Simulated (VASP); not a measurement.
# C (P6_3/mmc) in VASP: further runs

Runs on C. Level: PBE. Tasks: single point, relaxation of cell and atoms.

The COD entry that gives the cell may itself be a prediction, so a difference from it is no test against experiment.

Everything below comes from runs of VASP 6.6.1. Logs are shortened: lines on timing, memory, paths and dates and some standing lists are left out, and cuts for length are marked.

## Step 1: The cell of the first run

The structure is hexagonal, space group P6_3/mmc (No. 194). The conventional cell has a = 2.521 Å, b = 2.521 Å, c = 12.429 Å, α = 90.00°, β = 90.00°, γ = 120.00°. C (site symmetry 3m) has 4 C at 1.55 to 1.57 Å within 2.1 Å. C (site symmetry 3m) has 4 C at 1.54 to 1.55 Å within 2.1 Å. C (site symmetry 3m) has 4 C at 1.55 Å within 2.1 Å.

## Step 2: Single point, PBE

The input, INCAR:

```
SYSTEM = C
ALGO = Normal ; EDIFF = 1E-6
ENCUT = 520 ; GGA = PE
ISIF = 2 ; ISMEAR = 0
LASPH = .True. ; LCHARG = .False.
LREAL = .False. ; LWAVE = .False.
NBANDS = 36 ; NELM = 80
PREC = Accurate ; SIGMA = 0.02
```

The input, KPOINTS:

```
k-points
0
Gamma
  12 12 2
  0 0 0
```

The input, POSCAR:

```
C
1.0
    2.5205457478      0.0000000000      0.0000000000
   -1.2602728739      2.1828566490      0.0000000000
    0.0000000000      0.0000000000     12.4291124965
C
12
Direct
    0.0000000000      0.0000000000      0.1868593266
    0.0000000000      0.0000000000      0.6868593266
    0.0000000000      0.0000000000      0.3131406734
    0.0000000000      0.0000000000      0.8131406734
    0.3333333333      0.6666666667      0.5207665411
    0.6666666667      0.3333333333      0.0207665411
    0.3333333333      0.6666666667      0.9792334589
    0.6666666667      0.3333333333      0.4792334589
    0.3333333333      0.6666666667      0.6450950823
    0.6666666667      0.3333333333      0.1450950823
    0.3333333333      0.6666666667      0.8549049177
    0.6666666667      0.3333333333      0.3549049177
```

Potentials or basis: VASP PAW PBE potentials, release 64 (C).

On the command line:

```
> cat potpaw_PBE.64/C/POTCAR > POTCAR
> mpirun -np 1 vasp_std > vasp.out
```

OUTCAR:

```text
SYSTEM = C
   EDIFF = 1E-6
   ENCUT = 520
   GGA = PE
   ISIF = 2
   ISMEAR = 0
   LASPH = .True.
   LREAL = .False.
   NELM = 80
   PREC = Accurate

 ion  position               nearest neighbor table
   1  0.000  0.000  0.187-  10 1.55  10 1.55  10 1.55   3 1.57
   2  0.000  0.000  0.687-   9 1.55   9 1.55   9 1.55   4 1.57
   3  0.000  0.000  0.313-  12 1.55  12 1.55  12 1.55   1 1.57
   4  0.000  0.000  0.813-  11 1.55  11 1.55  11 1.55   2 1.57
   5  0.333  0.667  0.521-   8 1.54   8 1.54   8 1.54   9 1.55
   6  0.667  0.333  0.021-   7 1.54   7 1.54   7 1.54  10 1.55
   7  0.333  0.667  0.979-   6 1.54   6 1.54   6 1.54  11 1.55
   8  0.667  0.333  0.479-   5 1.54   5 1.54   5 1.54  12 1.55
   9  0.333  0.667  0.645-   2 1.55   2 1.55   2 1.55   5 1.55
  10  0.667  0.333  0.145-   1 1.55   1 1.55   1 1.55   6 1.55
  11  0.333  0.667  0.855-   4 1.55   4 1.55   4 1.55   7 1.55
  12  0.667  0.333  0.355-   3 1.55   3 1.55   3 1.55   8 1.55

  LATTYP: Found a hexagonal cell.
 ALAT       =     2.5205457478
 C/A-ratio  =     4.9311195829

  Lattice vectors:

 A1 = (   2.5205457478,   0.0000000000,   0.0000000000)
 A2 = (  -1.2602728739,   2.1828566490,   0.0000000000)
 A3 = (   0.0000000000,   0.0000000000,  12.4291124965)

Analysis of symmetry for initial positions (statically):
=====================================================================
 Subroutine PRICEL returns:
 Original cell was already a primitive cell.

 Routine SETGRP: Setting up the symmetry group for a
 hexagonal supercell.

 Subroutine GETGRP returns: Found 24 space group operations
 (whereof 12 operations were pure point group operations)
 out of a pool of 24 trial point group operations.

The static configuration has the point symmetry D_3d.
 The point group associated with its full space group is D_6h.

Analysis of symmetry for dynamics (positions and initial velocities):
=====================================================================
 Subroutine PRICEL returns:
 Original cell was already a primitive cell.

 Routine SETGRP: Setting up the symmetry group for a
 hexagonal supercell.

 Subroutine GETGRP returns: Found 24 space group operations
 (whereof 12 operations were pure point group operations)
 out of a pool of 24 trial point group operations.

The dynamic configuration has the point symmetry D_3d.
 The point group associated with its full space group is D_6h.

 Subroutine INISYM returns: Found 24 space group operations
 (whereof 12 operations are pure point group operations),
 and found     1 'primitive' translations

----------------------------------------------------------------------------------------

                                     Primitive cell

  volume of cell :      68.3849

  direct lattice vectors                    reciprocal lattice vectors
     2.520545748  0.000000000  0.000000000     0.396739476  0.229057643  0.000000000
    -1.260272874  2.182856649  0.000000000     0.000000000  0.458115287  0.000000000
     0.000000000  0.000000000 12.429112497     0.000000000  0.000000000  0.080456268

  length of vectors
     2.520545748  2.520545748 12.429112497     0.458115287  0.458115287  0.080456268

  position of ions in fractional coordinates (direct lattice)
     0.000000000  0.000000000  0.186859327
     0.000000000  0.000000000  0.686859327
     0.000000000  0.000000000  0.313140673
     0.000000000  0.000000000  0.813140673
     0.333333333  0.666666667  0.520766541
     0.666666667  0.333333333  0.020766541
     0.333333333  0.666666667  0.979233459
     0.666666667  0.333333333  0.479233459
     0.333333333  0.666666667  0.645095082
     0.666666667  0.333333333  0.145095082
     0.333333333  0.666666667  0.854904918
     0.666666667  0.333333333  0.354904918

  ion indices of the primitive-cell ions
   primitive index   ion index
                 1           1
                 2           2
                 3           3
                 4           4
                 5           5
                 6           6
                 7           7
                 8           8
                 9           9
                10          10
                11          11
                12          12

----------------------------------------------------------------------------------------

 KPOINTS: k-points

Automatic generation of k-mesh.
 Grid dimensions read from file:
 generate k-points for:   12   12    2

 Generating k-lattice:

  Cartesian coordinates                     Fractional coordinates (reciprocal lattice)
     0.033061623  0.019088137  0.000000000     0.083333333  0.000000000  0.000000000
     0.000000000  0.038176274  0.000000000     0.000000000  0.083333333  0.000000000
     0.000000000  0.000000000  0.040228134     0.000000000  0.000000000  0.500000000

  Length of vectors
     0.038176274  0.038176274  0.040228134

  Shift w.r.t. Gamma in fractional coordinates (k-lattice)
     0.000000000  0.000000000  0.000000000

 Subroutine IBZKPT returns following result:
 ===========================================

 Found     38 irreducible k-points:

 Following reciprocal coordinates:
            Coordinates               Weight
  0.000000  0.000000  0.000000      1.000000
  0.083333 -0.000000  0.000000      6.000000
  0.166667 -0.000000  0.000000      6.000000
  0.250000 -0.000000  0.000000      6.000000
  0.333333 -0.000000  0.000000      6.000000
  0.416667 -0.000000  0.000000      6.000000
[... 16 lines left out ...]
  0.250000 -0.000000  0.500000      6.000000
  0.333333 -0.000000  0.500000      6.000000
 [... further k-points ...]
   k-points           NKPTS =     38   k-points in BZ     NKDIM =     38   number of bands    NBANDS=     36
   number of dos      NEDOS =    301   number of ions     NIONS =     12
   total plane-waves  NPLWV =  38400
   dimension x,y,z NGX =    20 NGY =   20 NGZ =   96
   dimension x,y,z NGXF=    40 NGYF=   40 NGZF=  192
   ions per type =              12
   NGX,Y,Z   is equivalent  to a cutoff of  13.19, 13.19, 12.84 a.u.
   NGXF,Y,Z  is equivalent  to a cutoff of  26.38, 26.38, 25.68 a.u.
 SYSTEM =  C
   PREC   = accura    normal or accurate (medium, high low for compatibility)
   ISTART =      0    job   : 0-new  1-cont  2-samecut
   ICHARG =      2    charge: 1-file 2-atom 10-const
   ISPIN  =      1    spin polarized calculation?
   LNONCOLLINEAR =      F non collinear calculations
   LSORBIT =      F    spin-orbit coupling
   LASPH  =      T    aspherical Exc in radial PAW
   ENCUT  =  520.0 eV  38.22 Ry    6.18 a.u.   4.69  4.69 23.11*2*pi/ulx,y,z
   NELM   =     80;   NELMIN=  2; NELMDL= -5     # of ELM steps
   EDIFF  = 0.1E-05   stopping-criterion for ELM
   LREAL  =      F    real-space projection
   EDIFFG = 0.1E-04   stopping-criterion for IOM
   NSW    =      0    number of steps for IOM
   IBRION =     -1    ionic relax: 0-MD 1-quasi-New 2-CG
   NFREE  =      0    steps in history (QN), initial steepest desc. (CG)
   ISIF   =      2    stress and relaxation
   ISYM   =      2    0-nonsym 1-usesym 2-fastsym
   POTIM  = 0.5000    time-step for ionic-motion
   TEBEG  =    0.0;   TEEND  =   0.0 temperature during run
   PSTRESS=    0.0 pullay stress
   NELECT =      48.0000    total number of electrons
   NUPDOWN=      -1.0000    fix difference up-down
   EMIN   =  10.00;   EMAX   =-10.00  energy-range for DOS
   EFERMI =   0.00;   METHOD = LEGACY
   ISMEAR =     0;   SIGMA  =   0.02  broadening in eV -4-tet -1-fermi 0-gaus
   EFERMI_NEDOS =   21; number of points for ismear=-14 and -15
   IALGO  =     38    algorithm
   IMIX   =      4    mixing-type and parameters
     AMIX     =   0.40;   BMIX     =  1.00
     AMIX_MAG =   1.60;   BMIX_MAG =  1.00
  volume/ion in A,a.u.               =       5.70        38.46
  Fermi-wavevector in a.u.,A,eV,Ry     =   1.454907  2.749376 28.800197  2.116755
  Thomas-Fermi vector in A             =   2.572003
   LORBIT       =      0    0 simple, 1 ext, 2 COOP (PROOUT), +10 PAW based schemes
   GGA     = PE    functional components
   LHFCALC =     F    Hartree Fock is set to
   AEXX    =    0.0000 exact exchange contribution
   IVDW    =     0    specifies the selected vdW correction
   LEPSILON=     F    determine dielectric tensor
   LRPA    =     F    only Hartree local field effects (RPA)
 non-spin polarized calculation
 Gauss-broadening in eV      SIGMA  =   0.02
  energy-cutoff  :      520.00
  volume of cell :       68.38
 maximum number of plane-waves:      1882
 NGX is ok and might be reduce to    20
   NGX =  9   NGY =  9   NGZ = 47

 number of electron      47.9999996 magnetization

 Free energy of the ion-electron system (eV)
  ---------------------------------------------------
  ext. energy  EPLUGINS =         0.00000000
  ---------------------------------------------------
  free energy    TOTEN  =      -109.04397778 eV

  energy without entropy =     -109.04397778  energy(sigma->0) =     -109.04397778

 E-fermi :   9.8334     XC(G=0): -13.2260

 val. band max:        9.7488262328   @ k =   0.0000   0.0000   0.0000
 cond. band min:      14.1851797140   @ k =   0.3333  -0.0000   0.0000
 fundamental gap:      4.4363534812
 Fermi energy:         9.8334474294

 k-point     1 :       0.0000    0.0000    0.0000
  band No.  band energies     occupation
      1     -11.7623      2.00000
      2     -11.0418      2.00000
      3     -10.9650      2.00000
      4      -8.8112      2.00000
      5      -8.7494      2.00000
      6      -6.0826      2.00000
[... 28 lines left out ...]
     35      17.7089      0.00000
     36      17.8326      0.00000
[... 866 lines left out ...]
      6      -4.7676      2.00000
[... 28 lines left out ...]
     35      18.9962      0.00000
     36      18.9962      0.00000

 [... further k-points ...]

------------------------ aborting loop because EDIFF is reached ----------------------------------------

  FORCE on cell =-STRESS in cart. coord.  units (eV):
  Direction    XX          YY          ZZ          XY          YZ          ZX
  --------------------------------------------------------------------------------------
  -------------------------------------------------------------------------------------
  Total        0.2703684      0.2703684      0.2593086      0.0000000      0.0000000      0.0000000
  in kB        6.3344166      6.3344166      6.0752990      0.0000000      0.0000000      0.0000000
  external PRESSURE =       6.2480441 kB  Pullay stress =       0.0000000 kB

 VOLUME and BASIS-vectors are now :
 -----------------------------------------------------------------------------
  energy-cutoff  :      520.00
  volume of cell :       68.38
      direct lattice vectors                 reciprocal lattice vectors
     2.520545748  0.000000000  0.000000000     0.396739476  0.229057643  0.000000000
    -1.260272874  2.182856649  0.000000000     0.000000000  0.458115287  0.000000000
     0.000000000  0.000000000 12.429112497     0.000000000  0.000000000  0.080456268

 POSITION                                       TOTAL-FORCE (eV/Angst)
 -----------------------------------------------------------------------------------
      0.00000      0.00000      2.32250         0.000000      0.000000      0.004296
      0.00000      0.00000      8.53705         0.000000      0.000000      0.004296
      0.00000      0.00000      3.89206        -0.000000     -0.000000     -0.004296
      0.00000      0.00000     10.10662         0.000000      0.000000     -0.004296
     -0.00000      1.45524      6.47267        -0.000000      0.000000      0.000997
      1.26027      0.72762      0.25811         0.000000      0.000000      0.000997
     -0.00000      1.45524     12.17100         0.000000     -0.000000     -0.000997
      1.26027      0.72762      5.95645         0.000000      0.000000     -0.000997
     -0.00000      1.45524      8.01796        -0.000000      0.000000     -0.001659
      1.26027      0.72762      1.80340         0.000000     -0.000000     -0.001659
     -0.00000      1.45524     10.62571        -0.000000      0.000000      0.001659
      1.26027      0.72762      4.41115         0.000000     -0.000000      0.001659
 -----------------------------------------------------------------------------------
    total drift:                               -0.000000      0.000000      0.000000

  FREE ENERGIE OF THE ION-ELECTRON SYSTEM (eV)
  ---------------------------------------------------
  free  energy   TOTEN  =      -109.0439777804 eV

  energy  without entropy=     -109.0439777804  energy(sigma->0) =     -109.04397778
```

Run time: 41 s. Hardware: 1 thread of Intel Xeon 6975P-C (Granite Rapids), shared host; peak memory 0.21 GiB.

What came out:

* Free energy: -109.0440 eV
* Pressure: 0.6 GPa
* Largest force: 0.004 eV/Å
* Band gap on the k mesh: 4.44 eV, indirect (least direct gap 5.38 eV)

Forces in eV/Å, atoms in the order of the input:
```
C    0.000  0.000  0.004
C    0.000  0.000  0.004
C    0.000  0.000 -0.004
C    0.000  0.000 -0.004
C    0.000  0.000  0.001
C    0.000  0.000  0.001
C    0.000  0.000 -0.001
C    0.000  0.000 -0.001
C    0.000  0.000 -0.002
C    0.000  0.000 -0.002
C    0.000  0.000  0.002
C    0.000  0.000  0.002
```

A k mesh can miss the band edges.

## Step 3: Single point, PBE

The input, INCAR:

```
SYSTEM = C
  PREC = Accurate
  ENCUT = 520
  EDIFF = 1E-6
  ISMEAR = 0
  SIGMA = 0.05
  LREAL = .False.
  LASPH = .True.
  NELM = 100
  ALGO = Normal
  ISIF = 2
  LWAVE = .False.
  LCHARG = .False.
  GGA = PE
  NBANDS = 36
```

The input, KPOINTS:

```
regular mesh
0
Gamma
  12 12 2
  0 0 0
```

POSCAR is that of step 2.

Potentials or basis: VASP PAW PBE potentials, release 64 (C).

On the command line:

```
> cat potpaw_PBE.64/C/POTCAR > POTCAR
> mpirun -np 1 vasp_std > vasp.out
```

It took 42 s on 1 thread of Intel Xeon 6975P-C (Granite Rapids), shared host; peak memory 0.2 GiB.

Results (log left out):

```yaml
Free_energy: -109.0440 eV
Pressure: 0.6 GPa
Largest_force: 0.004 eV/Å
Band_gap_on_the_k_mesh: 4.44 eV, indirect (least direct gap 5.38 eV)
```

Forces in eV/Å, atoms in the order of the input:
```
C    0.000  0.000  0.004
C    0.000  0.000  0.004
C    0.000  0.000 -0.004
C    0.000  0.000 -0.004
C    0.000  0.000  0.001
C    0.000  0.000  0.001
C    0.000  0.000 -0.001
C    0.000  0.000 -0.001
C    0.000  0.000 -0.002
C    0.000  0.000 -0.002
C    0.000  0.000  0.002
C    0.000  0.000  0.002
```

Levels at points of the mesh, in eV from the valence-band top:
```tsv
k point	band 21	band 22	band 23	band 24	band 25	band 26	band 27	band 28
(0.00, 0.00, 0.00)	-0.97	-0.15	0.00	0.00	5.38	5.38	5.50	6.46
(0.50, 0.00, 0.00)	-4.06	-4.01	-3.60	-2.90	4.61	5.21	5.27	5.59
(0.00, 0.00, 0.50)	-0.32	-0.32	-0.32	-0.32	5.76	5.76	5.76	5.76
(0.50, 0.00, 0.50)	-3.76	-3.76	-3.24	-3.24	4.78	4.78	5.82	5.82
```

A k mesh can miss the band edges. As with any semilocal functional, this PBE gap is likely too small.

## Step 4: Relaxation of cell and atoms, PBE

This run uses another cell than the first one, of 5.67 Å³/atom, 0.995 times its volume.

The input, INCAR:

```
PREC = Accurate
ENCUT = 600
EDIFF = 1E-6
ISMEAR = 0
SIGMA = 0.02
LREAL = False
LASPH = True
NELM = 80
ALGO = Normal
ISIF = 3
LWAVE = False
LCHARG = False
GGA = PE
IBRION = 2
NSW = 100
EDIFFG = -0.005
```

The input, KPOINTS:

```
Automatic mesh
0
Gamma
  12 12 2
```

The input, POSCAR:

```
C
1.0
    2.5220988435      0.0000000000      0.0000000000
   -1.2610494217      2.1842016693      0.0000000000
    0.0000000000      0.0000000000     12.3557000000
C
12
Direct
    0.0000000000      0.0000000000      0.1875000000
    0.0000000000      0.0000000000      0.6875000000
    0.0000000000      0.0000000000      0.3125000000
    0.0000000000      0.0000000000      0.8125000000
    0.3333333333      0.6666666667      0.5208300000
    0.6666666667      0.3333333333      0.0208300000
    0.3333333333      0.6666666667      0.9791700000
    0.6666666667      0.3333333333      0.4791700000
    0.3333333333      0.6666666667      0.6458300000
    0.6666666667      0.3333333333      0.1458300000
    0.3333333333      0.6666666667      0.8541700000
    0.6666666667      0.3333333333      0.3541700000
```

On the command line:

```
> cat potpaw_PBE.64/C/POTCAR > POTCAR
> mpirun -np 1 vasp_std > vasp.out
```

It took 2.5 min on 1 thread of Intel Xeon 6975P-C (Granite Rapids), shared host; peak memory 0.22 GiB.

Results (log left out):

| Property | Result |
| --- | --- |
| Free energy | -109.0708 eV |
| Relaxed volume | 5.70 Å³/atom |
| Relaxed cell | a = 2.520 Å, b = 2.520 Å, c = 12.429 Å, α = 90.00°, β = 90.00°, γ = 120.00° |
| Space group after relaxing (to 0.05 Å) | P6_3/mmc (No. 194) |
| Energy gained by relaxing | 1.7 meV/atom |
| Ionic steps | 7 |
| Pressure after relaxing | 0.0 GPa |
| Band gap on the k mesh | 4.44 eV, indirect (least direct gap 5.38 eV) |

Step by step:
```tsv
step	energy change (eV)	largest force (eV/Å)	pressure (GPa)	volume (Å³)
1	0.0000	0.3319	2.07	68.06
2	0.0008	0.3511	-2.42	68.79
3	-0.0195	0.0893	-0.22	68.42
4	-0.0185	0.1640	0.03	68.37
5	-0.0200	0.0157	-0.13	68.40
6	-0.0200	0.0076	0.12	68.36
7	-0.0200	0.0017	0.02	68.38
```

Final structure:
```
C
1.0
     2.52043    0.00000    0.00000
    -1.26022    2.18276    0.00000
     0.00000    0.00000   12.42877
C
12
Direct
  0.00000 0.00000 0.18687
  0.00000 0.00000 0.68687
  0.00000 0.00000 0.31313
  0.00000 0.00000 0.81313
  0.33333 0.66667 0.52077
  0.66667 0.33333 0.02077
  0.33333 0.66667 0.97923
  0.66667 0.33333 0.47923
  0.33333 0.66667 0.64510
  0.66667 0.33333 0.14510
  0.33333 0.66667 0.85490
  0.66667 0.33333 0.35490
```

Levels at points of the mesh, in eV from the valence-band top:
```tsv
k point	band 21	band 22	band 23	band 24	band 25	band 26	band 27	band 28
(0.00, 0.00, 0.00)	-0.97	-0.15	0.00	0.00	5.38	5.38	5.50	6.46
(0.50, 0.00, 0.00)	-4.06	-4.01	-3.60	-2.90	4.62	5.21	5.27	5.59
(0.00, 0.00, 0.50)	-0.32	-0.32	-0.32	-0.32	5.76	5.76	5.76	5.76
(0.50, 0.00, 0.50)	-3.76	-3.76	-3.24	-3.24	4.78	4.78	5.82	5.82
```

## Step 5: The runs side by side

| task | cell | cutoff (eV) | smearing | gap on the mesh (eV) | pressure (GPa) |
| --- | --- | --- | --- | --- | --- |
| single point | a = 2.521, b = 2.521, c = 12.429 Å, angles 90.0, 90.0, 120.0°, 12 atoms | 520 | gaussian 0.02 eV | 4.44 | 0.6 |
| single point | a = 2.521, b = 2.521, c = 12.429 Å, angles 90.0, 90.0, 120.0°, 12 atoms | 520 | gaussian 0.05 eV | 4.44 | 0.6 |
| relaxation of cell and atoms | relaxed from a = 2.522, b = 2.522, c = 12.356 Å, angles 90.0, 90.0, 120.0°, 12 atoms | 600 | gaussian 0.02 eV | 4.44 | 0.0 |

Alike in all rows: level PBE; potentials or basis VASP PAW PBE potentials, release 64 (C); no spin polarisation; k mesh 12 × 12 × 2.

Total energies depend on the potentials used, so only differences within one code and one set of settings carry meaning.
